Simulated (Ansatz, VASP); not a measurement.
**MnSb: VASP beside Ansatz**

File INCAR:

```
SYSTEM = MnSb
ALGO     = Normal         ! electronic algorithm
EDIFF    = 1E-6           ! SCF threshold, eV
ENCUT    = 520            ! plane-wave cutoff, eV
GGA      = PS             ! functional
ISIF     = 2              ! what is computed and relaxed
ISMEAR   = -1             ! smearing method
LASPH    = .TRUE.         ! aspherical terms in the spheres
LCHARG   = .TRUE.         ! write CHGCAR
LELF     = .TRUE.         ! ELF
LREAL    = .FALSE.        ! projectors in reciprocal space
LVHAR    = .TRUE.       
LWAVE    = .FALSE.        ! write WAVECAR
NBANDS   = 26             ! bands
NELM     = 60             ! most SCF steps
PREC     = Accurate       ! precision mode
SIGMA    = 0.1            ! smearing width, eV
```

KPOINTS

```
k-points
0
G
  9 9 6
  0 0 0
```

File POSCAR:

```
MnSb
1.0
    4.1500000000      0.0000000000      0.0000000000
   -2.0750000000      3.5940054257      0.0000000000
    0.0000000000      0.0000000000      5.7800000000
Mn Sb
2 2
Direct
    0.0000000000      0.0000000000      0.0000000000
    0.0000000000      0.0000000000      0.5000000000
    0.3333333333      0.6666666667      0.2500000000
    0.6666666667      0.3333333333      0.7500000000
```

Input for Ansatz:

```yaml
crystal:
  lattice:
    - [4.15, 0.0, 0.0]
    - [-2.075, 3.5940054257, 0.0]
    - [0.0, 0.0, 5.78]
  atoms:
    - { symbol: Mn, position: [0.0, 0.0, 0.0] }
    - { symbol: Mn, position: [0.0, 0.0, 0.5] }
    - { symbol: Sb, position: [0.3333333333, 0.6666666667, 0.25] }
    - { symbol: Sb, position: [0.6666666667, 0.3333333333, 0.75] }
kpoints:
  mp_grid: { grid: [9, 9, 6] }
scf:
  occupations: { method: fermi_dirac, width: 0.1 }
  lower_state_search: "off"
hamiltonian:
  xc: pbesol
  pseudopotentials: { kind: paw }
output:
  forces: true
  stress: true
  eigenvalues: true
```

Alike in both runs: task single point; functional PBEsol; k mesh 9 × 9 × 6; occupations fermi-dirac, width 0.1 eV; no spin polarisation.

|  | VASP | Ansatz |
| --- | --- | --- |
| version | VASP 6.6.1 | Ansatz 0.2.0 |
| potentials or method | VASP PAW PBE potentials, release 64 (Mn_pv, Sb) | PAW with Ansatz's default frozen-core files, scalar-relativistic |
| plane-wave cutoff (eV) | 520 | 420 |
| valence electrons in the cell | 36 | 60 |

VASP gave:

- pressure (GPa): -19.6
- traceless stress, the component that is largest in VASP (GPa): -4.24

Problem. Which values does Ansatz return?

Solution. Pressure (GPa): -19.7; traceless stress, the component that is largest in VASP (GPa): -4.35.

VASP's potentials were made for PBE, not for PBEsol. With one functional, cell and mesh, what is left measures potentials, basis and numerics. VASP's potentials hold 36 valence electrons a cell and Ansatz's 60, so a difference there can come from the potentials and not from the codes.

Spin-orbit coupling is off throughout.
